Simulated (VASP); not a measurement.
# C (P4mm) in VASP: a series of runs, part 2 of 2

VASP 6.6.1. Earlier steps stand in the parts before.

**3. Relaxation of cell and atoms, PBE**

This run uses another cell than the first one, of 8.77 Å³/atom, 0.979 times its volume.

Input file INCAR:

```
SYSTEM = C
PREC     = Accurate       ! precision mode
ENCUT    = 600            ! plane-wave cutoff, eV
EDIFF    = 1E-6           ! SCF threshold, eV
ISMEAR   = 0              ! smearing method
SIGMA    = 0.1            ! smearing width, eV
LREAL    = .FALSE.        ! projectors in reciprocal space
LASPH    = .TRUE.         ! aspherical terms in the spheres
NELM     = 80             ! most SCF steps
ALGO     = Normal         ! electronic algorithm
ISIF     = 3              ! what is computed and relaxed
LWAVE    = .FALSE.        ! write WAVECAR
LCHARG   = .FALSE.        ! write CHGCAR
GGA      = PE             ! functional
IBRION   = 2              ! ionic algorithm
NSW      = 100            ! ionic steps
EDIFFG   = -0.01          ! ionic threshold
```

Input file KPOINTS:

```
Automatic mesh
0
G
  20 20 10
  0 0 0
```

Input file POSCAR:

```
C
1.0
    2.3450473335      0.0000000000      0.0000000000
    0.0000000000      2.3450473335      0.0000000000
    0.0000000000      0.0000000000      4.7839537311
C
3
Direct
    0.0000000000      0.0000000000      0.5109174255
    0.0000000000      0.0000000000      0.8174645916
    0.5000000000      0.5000000000      0.4656441429
```

Potentials or basis: VASP PAW PBE potentials, release 64 (C).

Started as:

```
> cat potpaw_PBE.64/C/POTCAR > POTCAR
> mpirun -np 1 vasp_std > vasp.out
```

OUTCAR:

```text
SYSTEM = C
   PREC = Accurate
   ENCUT = 600
   EDIFF = 1E-6
   ISMEAR = 0
   LREAL = .FALSE.
   LASPH = .TRUE.
   NELM = 80
   ISIF = 3
   GGA = PE
   IBRION = 2
   NSW = 100
   EDIFFG = -0.01

 ion  position               nearest neighbor table
   1  0.000  0.000  0.511-   2 1.47   3 1.67   3 1.67   3 1.67   3 1.67
   2  0.000  0.000  0.817-   1 1.47
   3  0.500  0.500  0.466-   1 1.67   1 1.67   1 1.67   1 1.67

  LATTYP: Found a simple tetragonal cell.
 ALAT       =     2.3450473335
 C/A-ratio  =     2.0400243794

  Lattice vectors:

 A1 = (   2.3450473335,   0.0000000000,   0.0000000000)
 A2 = (   0.0000000000,   2.3450473335,   0.0000000000)
 A3 = (   0.0000000000,   0.0000000000,   4.7839537311)

Analysis of symmetry for initial positions (statically):
=====================================================================
 Subroutine PRICEL returns:
 Original cell was already a primitive cell.

 Routine SETGRP: Setting up the symmetry group for a
 simple tetragonal supercell.

 Subroutine GETGRP returns: Found  8 space group operations
 (whereof  8 operations were pure point group operations)
 out of a pool of 16 trial point group operations.

The static configuration has the point symmetry C_4v.

Analysis of symmetry for dynamics (positions and initial velocities):
=====================================================================
 Subroutine PRICEL returns:
 Original cell was already a primitive cell.

 Routine SETGRP: Setting up the symmetry group for a
 simple tetragonal supercell.

 Subroutine GETGRP returns: Found  8 space group operations
 (whereof  8 operations were pure point group operations)
 out of a pool of 16 trial point group operations.

The dynamic configuration has the point symmetry C_4v.

 Subroutine INISYM returns: Found  8 space group operations
 (whereof  8 operations are pure point group operations),
 and found     1 'primitive' translations

----------------------------------------------------------------------------------------

                                     Primitive cell

  volume of cell :      26.3081

  direct lattice vectors                    reciprocal lattice vectors
     2.345047334  0.000000000  0.000000000     0.426430625  0.000000000  0.000000000
     0.000000000  2.345047334  0.000000000     0.000000000  0.426430625  0.000000000
     0.000000000  0.000000000  4.783953731     0.000000000  0.000000000  0.209032122

  length of vectors
     2.345047334  2.345047334  4.783953731     0.426430625  0.426430625  0.209032122

  position of ions in fractional coordinates (direct lattice)
     0.000000000  0.000000000  0.510917425
     0.000000000  0.000000000  0.817464592
     0.500000000  0.500000000  0.465644143

  ion indices of the primitive-cell ions
   primitive index   ion index
                 1           1
                 2           2
                 3           3

[... 52 lines left out ...]
 [... further k-points ...]
   k-points           NKPTS =    396   k-points in BZ     NKDIM =    396   number of bands    NBANDS=     10
   number of dos      NEDOS =    301   number of ions     NIONS =      3
   total plane-waves  NPLWV =  16000
   dimension x,y,z NGX =    20 NGY =   20 NGZ =   40
   dimension x,y,z NGXF=    40 NGYF=   40 NGZF=   80
   ions per type =               3
   NGX,Y,Z   is equivalent  to a cutoff of  14.18, 14.18, 13.90 a.u.
   NGXF,Y,Z  is equivalent  to a cutoff of  28.36, 28.36, 27.80 a.u.
 SYSTEM =  C
   PREC   = accura    normal or accurate (medium, high low for compatibility)
   ISTART =      0    job   : 0-new  1-cont  2-samecut
   ICHARG =      2    charge: 1-file 2-atom 10-const
   ISPIN  =      1    spin polarized calculation?
   LNONCOLLINEAR =      F non collinear calculations
   LSORBIT =      F    spin-orbit coupling
   LASPH  =      T    aspherical Exc in radial PAW
   ENCUT  =  600.0 eV  44.10 Ry    6.64 a.u.   4.68  4.68  9.55*2*pi/ulx,y,z
   NELM   =     80;   NELMIN=  2; NELMDL= -5     # of ELM steps
   EDIFF  = 0.1E-05   stopping-criterion for ELM
   LREAL  =      F    real-space projection
   EDIFFG = -.1E-01   stopping-criterion for IOM
   NSW    =    100    number of steps for IOM
   IBRION =      2    ionic relax: 0-MD 1-quasi-New 2-CG
   NFREE  =      1    steps in history (QN), initial steepest desc. (CG)
   ISIF   =      3    stress and relaxation
   ISYM   =      2    0-nonsym 1-usesym 2-fastsym
   POTIM  = 0.5000    time-step for ionic-motion
   TEBEG  =    0.0;   TEEND  =   0.0 temperature during run
   PSTRESS=    0.0 pullay stress
   NELECT =      12.0000    total number of electrons
   NUPDOWN=      -1.0000    fix difference up-down
   EMIN   =  10.00;   EMAX   =-10.00  energy-range for DOS
[... 5 lines left out ...]
     AMIX     =   0.40;   BMIX     =  1.00
     AMIX_MAG =   1.60;   BMIX_MAG =  1.00
  volume/ion in A,a.u.               =       8.77        59.18
  Fermi-wavevector in a.u.,A,eV,Ry     =   1.260197  2.381427 21.607372  1.588097
  Thomas-Fermi vector in A             =   2.393719
   LORBIT       =      0    0 simple, 1 ext, 2 COOP (PROOUT), +10 PAW based schemes
   GGA     = PE    functional components
   LHFCALC =     F    Hartree Fock is set to
   AEXX    =    0.0000 exact exchange contribution
   IVDW    =     0    specifies the selected vdW correction
   LEPSILON=     F    determine dielectric tensor
   LRPA    =     F    only Hartree local field effects (RPA)
 conjugate gradient relaxation of ions
 non-spin polarized calculation
 Gauss-broadening in eV      SIGMA  =   0.10
  energy-cutoff  :      600.00
  volume of cell :       26.31
 maximum number of plane-waves:       903
 NGX is ok and might be reduce to    20
   NGX =  9   NGY =  9   NGZ = 19

--------------------------------------- Ionic step        1  -------------------------------------------

 number of electron      12.0000000 magnetization

 Free energy of the ion-electron system (eV)
  ---------------------------------------------------
  ext. energy  EPLUGINS =         0.00000000
  ---------------------------------------------------
  free energy    TOTEN  =       -18.61224635 eV

  energy without entropy =      -18.60787099  energy(sigma->0) =      -18.61005867

------------------------ aborting loop because EDIFF is reached ----------------------------------------

  FORCE on cell =-STRESS in cart. coord.  units (eV):
  Direction    XX          YY          ZZ          XY          YZ          ZX
  --------------------------------------------------------------------------------------
  -------------------------------------------------------------------------------------
  Total        0.0553166      0.0553166     -0.1040511      0.0000000      0.0000000      0.0000000
  in kB        3.3688021      3.3688021     -6.3367572      0.0000000      0.0000000      0.0000000
  external PRESSURE =       0.1336157 kB  Pullay stress =       0.0000000 kB
[... 135 lines left out ...]
--------------------------------------- Ionic step        5  -------------------------------------------

 number of electron      12.0000000 magnetization

 Free energy of the ion-electron system (eV)
  ---------------------------------------------------
  ext. energy  EPLUGINS =         0.00000000
  ---------------------------------------------------
  free energy    TOTEN  =       -18.61933319 eV

  energy without entropy =      -18.61540589  energy(sigma->0) =      -18.61736954

 E-fermi :   4.3741     XC(G=0): -10.8395

 val. band max:        4.3708381489   @ k =   0.4500   0.2000   0.5000
 cond. band min:       4.3774647040   @ k =   0.4500   0.1000   0.4000
 fundamental gap:      0.0066265551
 Fermi energy:         4.3741233305

 k-point     1 :       0.0000    0.0000    0.0000
  band No.  band energies     occupation
      1     -16.0466      2.00000
      2      -7.7527      2.00000
      3      -1.8577      2.00000
      4       0.8914      2.00000
      5       0.8914      2.00000
      6       5.9368      0.00000
      7       9.2615      0.00000
      8       9.2615      0.00000
      9      11.0457      0.00000
     10      14.4445      0.00000
[... 287 lines left out ...]
 k-point    24 :       0.2000    0.1000    0.0000
  band No.  band energies     occupation
      1     -14.9949      2.00000
      2      -6.9127      2.00000
      3      -2.5626      2.00000
      4      -0.8289      2.00000
      5       0.6451      2.00000
      6       5.1880      0.00000
      7       7.4783      0.00000
      8       8.9248      0.00000
      9      12.3219      0.00000
     10      13.4594      0.00000

 [... further k-points ...]

------------------------ aborting loop because EDIFF is reached ----------------------------------------

  FORCE on cell =-STRESS in cart. coord.  units (eV):
  Direction    XX          YY          ZZ          XY          YZ          ZX
  --------------------------------------------------------------------------------------
  -------------------------------------------------------------------------------------
  Total        0.0206485      0.0206485      0.0128488      0.0000000      0.0000000      0.0000000
  in kB        1.2603431      1.2603431      0.7842650      0.0000000      0.0000000      0.0000000
  external PRESSURE =       1.1016504 kB  Pullay stress =       0.0000000 kB
[... 18 lines left out ...]
  FREE ENERGIE OF THE ION-ELECTRON SYSTEM (eV)
  ---------------------------------------------------
  free  energy   TOTEN  =       -18.6193331885 eV

  energy  without entropy=      -18.6154058913  energy(sigma->0) =      -18.61736954

 reached required accuracy - stopping structural energy minimisation
```

Wall time 9.1 min (1 thread of AMD EPYC 7R13, shared host); peak memory 0.19 GiB.

Results:

```yaml
Free_energy: -18.6193 eV
Relaxed_volume: 8.75 Å³/atom
Relaxed_cell: a = 2.347 Å, b = 2.347 Å, c = 4.764 Å, α = 90.00°, β = 90.00°, γ = 90.00°
Space_group_after_relaxing_to_0.05_Å: P4mm (No. 99)
Energy_gained_by_relaxing: 2.4 meV/atom
Ionic_steps: 5
Pressure_after_relaxing: 0.1 GPa
Largest_force_after_relaxing: 0.009 eV/Å
Band_gap_on_the_k_mesh: zero (band 6 reaches 6.06 eV, above the bottom of band 7 at 3.13 eV)
```

Forces on the atoms (eV/Å):
```
C    0.000  0.000  0.009
C    0.000  0.000 -0.009
C    0.000  0.000  0.000
```

The path:
```
step  energy change (eV)  largest force (eV/Å)  pressure (GPa)  volume (Å³)
   1              0.0000                0.3377            0.01        26.31
   2             -0.0061                0.1671           -0.59        26.31
   3             -0.0062                0.1913           -0.71        26.31
   4             -0.0053                0.2712            1.35        26.16
   5             -0.0071                0.0095            0.11        26.25
```

Final structure:
```
C
1.0
     2.34726    0.00000    0.00000
     0.00000    2.34726    0.00000
     0.00000    0.00000    4.76419
C
3
Direct
  0.00000 0.00000 0.50719
  0.00000 0.00000 0.81629
  0.50000 0.50000 0.47054
```

Levels at points of the mesh, in eV from the Fermi level:
```tsv
k point	band 2	band 3	band 4	band 5	band 6	band 7	band 8	band 9	band 10
(0.00, 0.00, 0.00)	-12.13	-6.23	-3.48	-3.48	1.56	4.89	4.89	6.67	10.07
(0.50, 0.00, 0.00)	-14.36	-8.27	-4.35	-2.60	0.52	1.65	2.72	6.98	8.63
(0.50, 0.50, 0.00)	-10.48	-10.48	-7.41	-3.25	-1.07	-1.07	-0.04	0.91	11.89
(0.00, 0.00, 0.50)	-12.57	-4.80	-3.47	-3.47	0.36	4.83	4.83	5.92	8.44
(0.50, 0.00, 0.50)	-14.33	-8.56	-4.82	-1.85	1.57	1.67	2.72	6.93	7.56
(0.50, 0.50, 0.50)	-10.46	-10.46	-7.39	-3.56	-1.25	-1.25	0.54	0.77	12.98
```

Caveat: this functional lacks dispersion, which binds the layers, so the pressure and a relaxed spacing across them are unreliable.
